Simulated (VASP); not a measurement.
# BiIr (zincblende type) (F-43m) in VASP: relaxation of cell and atoms with PBEsol

Aim: the relaxation of cell and atoms of BiIr (zincblende type) with PBEsol.

Everything below comes from runs of VASP 6.6.1. Logs are shortened: lines on timing, memory, paths and dates and some standing lists are left out, and cuts for length are marked.

## 1. The cell of the first run

It takes space group F-43m (No. 216, cubic). The conventional cell has a = 6.214 Å, b = 6.214 Å, c = 6.214 Å, α = 90.00°, β = 90.00°, γ = 90.00°. Ir (site symmetry -43m) has 4 Bi at 2.69 Å within 3.5 Å. Within 3.5 Å of Bi (site symmetry -43m) lie 4 Ir at 2.69 Å.

## 2. Relaxation of cell and atoms, PBEsol

INCAR

```
  PREC = Accurate
  ENCUT = 600
  EDIFF = 1E-6
  ISMEAR = -1
  SIGMA = 0.1
  LREAL = False
  LASPH = True
  NELM = 60
  ALGO = Normal
  ISIF = 3
  LWAVE = False
  LCHARG = False
  GGA = PS
  IBRION = 2
  NSW = 60
  EDIFFG = -0.005
```

KPOINTS

```
regular mesh
0
Gamma
  12 12 12
```

POSCAR

```
BiIr
1.0
    0.0000000000      3.1072325060      3.1072325060
    3.1072325060      0.0000000000      3.1072325060
    3.1072325060      3.1072325060      0.0000000000
Ir Bi
1 1
Direct
    0.0000000000      0.0000000000      0.0000000000
    0.2500000000      0.2500000000      0.2500000000
```

Potentials or basis: VASP PAW PBE potentials, release 64 (Ir, Bi_d).

Started as:

```bash
> cat potpaw_PBE.64/Ir/POTCAR potpaw_PBE.64/Bi_d/POTCAR > POTCAR
> mpirun -np 1 vasp_std > vasp.out
```

OUTCAR:

```text
PREC = Accurate
   ENCUT = 600
   EDIFF = 1E-6
   ISMEAR = -1
   LREAL = False
   LASPH = True
   NELM = 60
   ISIF = 3
   GGA = PS
   IBRION = 2
   NSW = 60
   EDIFFG = -0.005

 ion  position               nearest neighbor table
   1  0.000  0.000  0.000-   2 2.69   2 2.69   2 2.69   2 2.69
   2  0.250  0.250  0.250-   1 2.69   1 2.69   1 2.69   1 2.69

  LATTYP: Found a face centered cubic cell.
 ALAT       =     6.2144650120

  Lattice vectors:

 A1 = (   0.0000000000,   3.1072325060,   3.1072325060)
 A2 = (   3.1072325060,   0.0000000000,   3.1072325060)
 A3 = (   3.1072325060,   3.1072325060,   0.0000000000)

Analysis of symmetry for initial positions (statically):
=====================================================================
 Subroutine PRICEL returns:
 Original cell was already a primitive cell.

 Routine SETGRP: Setting up the symmetry group for a
 face centered cubic supercell.

 Subroutine GETGRP returns: Found 24 space group operations
 (whereof 24 operations were pure point group operations)
 out of a pool of 48 trial point group operations.

The static configuration has the point symmetry T_d .

Analysis of symmetry for dynamics (positions and initial velocities):
=====================================================================
 Subroutine PRICEL returns:
 Original cell was already a primitive cell.

 Routine SETGRP: Setting up the symmetry group for a
 face centered cubic supercell.

 Subroutine GETGRP returns: Found 24 space group operations
 (whereof 24 operations were pure point group operations)
 out of a pool of 48 trial point group operations.

The dynamic configuration has the point symmetry T_d .

 Subroutine INISYM returns: Found 24 space group operations
 (whereof 24 operations are pure point group operations),
 and found     1 'primitive' translations

----------------------------------------------------------------------------------------

                                     Primitive cell

  volume of cell :      60.0000

  direct lattice vectors                    reciprocal lattice vectors
     0.000000000  3.107232506  3.107232506    -0.160914897  0.160914897  0.160914897
     3.107232506  0.000000000  3.107232506     0.160914897 -0.160914897  0.160914897
     3.107232506  3.107232506  0.000000000     0.160914897  0.160914897 -0.160914897

  length of vectors
     4.394290351  4.394290351  4.394290351     0.278712778  0.278712778  0.278712778

  position of ions in fractional coordinates (direct lattice)
     0.000000000  0.000000000  0.000000000
     0.250000000  0.250000000  0.250000000

  ion indices of the primitive-cell ions
   primitive index   ion index
                 1           1
                 2           2

----------------------------------------------------------------------------------------

 KPOINTS: regular mesh

Automatic generation of k-mesh.
 Grid dimensions read from file:
 generate k-points for:   12   12   12

 Generating k-lattice:

  Cartesian coordinates                     Fractional coordinates (reciprocal lattice)
    -0.013409575  0.013409575  0.013409575     0.083333333  0.000000000  0.000000000
     0.013409575 -0.013409575  0.013409575     0.000000000  0.083333333  0.000000000
     0.013409575  0.013409575 -0.013409575     0.000000000  0.000000000  0.083333333

  Length of vectors
     0.023226065  0.023226065  0.023226065

  Shift w.r.t. Gamma in fractional coordinates (k-lattice)
     0.000000000  0.000000000  0.000000000

 Subroutine IBZKPT returns following result:
 ===========================================

 Found     72 irreducible k-points:

 Following reciprocal coordinates:
            Coordinates               Weight
  0.000000  0.000000  0.000000      1.000000
  0.083333  0.000000  0.000000      8.000000
  0.166667  0.000000  0.000000      8.000000
  0.250000  0.000000  0.000000      8.000000
  0.333333  0.000000  0.000000      8.000000
  0.416667  0.000000  0.000000      8.000000
[... 16 lines left out ...]
  0.500000  0.166667  0.000000     24.000000
 -0.416667  0.166667  0.000000     24.000000
 [... further k-points ...]
   k-points           NKPTS =     72   k-points in BZ     NKDIM =     72   number of bands    NBANDS=     16
   number of dos      NEDOS =    301   number of ions     NIONS =      2
   total plane-waves  NPLWV =  46656
   dimension x,y,z NGX =    36 NGY =   36 NGZ =   36
   dimension x,y,z NGXF=    72 NGYF=   72 NGZF=   72
   ions per type =               1   1
   NGX,Y,Z   is equivalent  to a cutoff of  13.62, 13.62, 13.62 a.u.
   NGXF,Y,Z  is equivalent  to a cutoff of  27.24, 27.24, 27.24 a.u.
 SYSTEM =  unknown system
   PREC   = accura    normal or accurate (medium, high low for compatibility)
   ISTART =      0    job   : 0-new  1-cont  2-samecut
   ICHARG =      2    charge: 1-file 2-atom 10-const
   ISPIN  =      1    spin polarized calculation?
   LNONCOLLINEAR =      F non collinear calculations
   LSORBIT =      F    spin-orbit coupling
   LASPH  =      T    aspherical Exc in radial PAW
   ENCUT  =  600.0 eV  44.10 Ry    6.64 a.u.   8.78  8.78  8.78*2*pi/ulx,y,z
   NELM   =     60;   NELMIN=  2; NELMDL= -5     # of ELM steps
   EDIFF  = 0.1E-05   stopping-criterion for ELM
   LREAL  =      F    real-space projection
   EDIFFG = -.5E-02   stopping-criterion for IOM
   NSW    =     60    number of steps for IOM
   IBRION =      2    ionic relax: 0-MD 1-quasi-New 2-CG
   NFREE  =      1    steps in history (QN), initial steepest desc. (CG)
   ISIF   =      3    stress and relaxation
   ISYM   =      2    0-nonsym 1-usesym 2-fastsym
   POTIM  = 0.5000    time-step for ionic-motion
   TEBEG  =    0.0;   TEEND  =   0.0 temperature during run
   PSTRESS=    0.0 pullay stress
   NELECT =      24.0000    total number of electrons
   NUPDOWN=      -1.0000    fix difference up-down
   EMIN   =  10.00;   EMAX   =-10.00  energy-range for DOS
   EFERMI =   0.00;   METHOD = LEGACY
   ISMEAR =    -1;   SIGMA  =   0.10  broadening in eV -4-tet -1-fermi 0-gaus
   EFERMI_NEDOS =   21; number of points for ismear=-14 and -15
   IALGO  =     38    algorithm
   IMIX   =      4    mixing-type and parameters
     AMIX     =   0.40;   BMIX     =  1.00
     AMIX_MAG =   1.60;   BMIX_MAG =  1.00
  volume/ion in A,a.u.               =      30.00       202.45
  Fermi-wavevector in a.u.,A,eV,Ry     =   1.206225  2.279434 19.796173  1.454978
  Thomas-Fermi vector in A             =   2.341898
   LORBIT       =      0    0 simple, 1 ext, 2 COOP (PROOUT), +10 PAW based schemes
   GGA     = PS    functional components
   LHFCALC =     F    Hartree Fock is set to
   AEXX    =    0.0000 exact exchange contribution
   IVDW    =     0    specifies the selected vdW correction
   LEPSILON=     F    determine dielectric tensor
   LRPA    =     F    only Hartree local field effects (RPA)
 conjugate gradient relaxation of ions
 non-spin polarized calculation
  energy-cutoff  :      600.00
  volume of cell :       60.00
 maximum number of plane-waves:      2044
   NGX = 17   NGY = 17   NGZ = 17

--------------------------------------- Ionic step        1  -------------------------------------------

 number of electron      23.9999996 magnetization

 Free energy of the ion-electron system (eV)
  ---------------------------------------------------
  ext. energy  EPLUGINS =         0.00000000
  ---------------------------------------------------
  free energy    TOTEN  =       -12.50920758 eV

  energy without entropy =      -12.46501609  energy(sigma->0) =      -12.48711184

 E-fermi :   4.6381     XC(G=0):  -9.9124

 val. band max:        4.6323773107   @ k =   0.3333   0.3333   0.0000
 cond. band min:       4.6427827575   @ k =  -0.4167   0.3333   0.1667
 fundamental gap:      0.0104054469
 Fermi energy:         4.6380732614

 k-point     1 :       0.0000    0.0000    0.0000
  band No.  band energies     occupation
      1     -17.8230      2.00000
      2     -17.8230      2.00000
      3     -17.8230      2.00000
      4     -17.7830      2.00000
      5     -17.7830      2.00000
      6      -7.1311      2.00000
[... 8 lines left out ...]
     15       9.2260      0.00000
     16      11.2176      0.00000

 k-point     2 :       0.0833    0.0000    0.0000
  band No.  band energies     occupation
      1     -17.8237      2.00000
      2     -17.8229      2.00000
      3     -17.8229      2.00000
      4     -17.7827      2.00000
      5     -17.7827      2.00000
      6      -7.0812      2.00000
[... 8 lines left out ...]
     15       9.0073      0.00000
     16      11.1596      0.00000
[... 503 lines left out ...]
 VOLUME and BASIS-vectors are now :
 -----------------------------------------------------------------------------
  energy-cutoff  :      600.00
  volume of cell :       55.51
      direct lattice vectors                 reciprocal lattice vectors
    -0.000000000  3.027649696  3.027649696    -0.165144601  0.165144601  0.165144601
     3.027649696 -0.000000000  3.027649696     0.165144601 -0.165144601  0.165144601
     3.027649696  3.027649696  0.000000000     0.165144601  0.165144601 -0.165144601

 POSITION                                       TOTAL-FORCE (eV/Angst)
 -----------------------------------------------------------------------------------
      0.00000      0.00000      0.00000        -0.000000     -0.000000     -0.000000
      1.51382      1.51382      1.51382         0.000000      0.000000      0.000000
 -----------------------------------------------------------------------------------
    total drift:                                0.000000      0.000000      0.000000

  FREE ENERGIE OF THE ION-ELECTRON SYSTEM (eV)
  ---------------------------------------------------
  free  energy   TOTEN  =       -12.6076492067 eV

  energy  without entropy=      -12.5666915732  energy(sigma->0) =      -12.58717039

--------------------------------------- Ionic step        4  -------------------------------------------

 number of electron      24.0000002 magnetization

 Free energy of the ion-electron system (eV)
  ---------------------------------------------------
  ext. energy  EPLUGINS =         0.00000000
  ---------------------------------------------------
  free energy    TOTEN  =       -12.60770104 eV

  energy without entropy =      -12.56680172  energy(sigma->0) =      -12.58725138

 E-fermi :   5.4563     XC(G=0): -10.3023

 val. band max:        5.4545892333   @ k =  -0.4167   0.3333   0.1667
 cond. band min:       5.4698633863   @ k =   0.5000   0.5000   0.0000
 fundamental gap:      0.0152741530
 Fermi energy:         5.4563290875

 k-point     1 :       0.0000    0.0000    0.0000
  band No.  band energies     occupation
      1     -17.0640      2.00000
      2     -17.0640      2.00000
      3     -17.0640      2.00000
      4     -17.0128      2.00000
      5     -17.0128      2.00000
      6      -6.7182      2.00000
[... 8 lines left out ...]
     15      10.5523      0.00000
     16      12.3096      0.00000

 k-point     2 :       0.0833    0.0000    0.0000
  band No.  band energies     occupation
      1     -17.0651      2.00000
      2     -17.0639      2.00000
      3     -17.0639      2.00000
      4     -17.0123      2.00000
      5     -17.0123      2.00000
      6      -6.6605      2.00000
[... 8 lines left out ...]
     15      10.2887      0.00000
     16      12.2986      0.00000
[... 431 lines left out ...]
 VOLUME and BASIS-vectors are now :
 -----------------------------------------------------------------------------
  energy-cutoff  :      600.00
  volume of cell :       55.42
      direct lattice vectors                 reciprocal lattice vectors
    -0.000000000  3.026058039  3.026058039    -0.165231464  0.165231464  0.165231464
     3.026058039 -0.000000000  3.026058039     0.165231464 -0.165231464  0.165231464
     3.026058039  3.026058039  0.000000000     0.165231464  0.165231464 -0.165231464

 POSITION                                       TOTAL-FORCE (eV/Angst)
 -----------------------------------------------------------------------------------
      0.00000      0.00000      0.00000        -0.000000      0.000000      0.000000
      1.51303      1.51303      1.51303         0.000000     -0.000000     -0.000000
 -----------------------------------------------------------------------------------
    total drift:                                0.000000      0.000000      0.000000

  FREE ENERGIE OF THE ION-ELECTRON SYSTEM (eV)
  ---------------------------------------------------
  free  energy   TOTEN  =       -12.6077010429 eV

  energy  without entropy=      -12.5668017239  energy(sigma->0) =      -12.58725138

 reached required accuracy - stopping structural energy minimisation
```

It took 3.5 min on 1 thread of Intel Xeon Platinum 8259CL at 2.50GHz (Skylake/Cascade Lake), shared host; peak memory 0.27 GiB.

What came out:

- Free energy: -12.6077 eV
- Relaxed volume: 27.71 Å³/atom
- Relaxed cell: a = 4.279 Å, b = 4.279 Å, c = 4.279 Å, α = 60.00°, β = 60.00°, γ = 60.00°
- Space group after relaxing (to 0.1 Å): F-43m (No. 216)
- Energy gained by relaxing: 49.2 meV/atom
- Ionic steps: 4
- Pressure after relaxing: 0.0 GPa
- Band gap on the k mesh: zero (bands 12 and 13 overlap by 3.10 eV)

The path:
```
step  energy change (eV)  largest force (eV/Å)  pressure (GPa)  volume (Å³)
   1              0.0000                0.0000           -6.33        60.00
   2              0.0772                0.0000           12.09        50.28
   3             -0.0984                0.0000           -0.17        55.51
   4             -0.0985                0.0000           -0.03        55.42
```

Final structure:
```
CELL_PARAMETERS angstrom
0.00000 3.02606 3.02606
3.02606 0.00000 3.02606
3.02606 3.02606 0.00000
ATOMIC_POSITIONS crystal
Ir 0.00000 0.00000 0.00000
Bi 0.25000 0.25000 0.25000
```

Caveat: the PAW data sets were made with another functional, which shifts forces and pressure a little; spin-orbit coupling is left out, which moves the levels of the heavy elements.
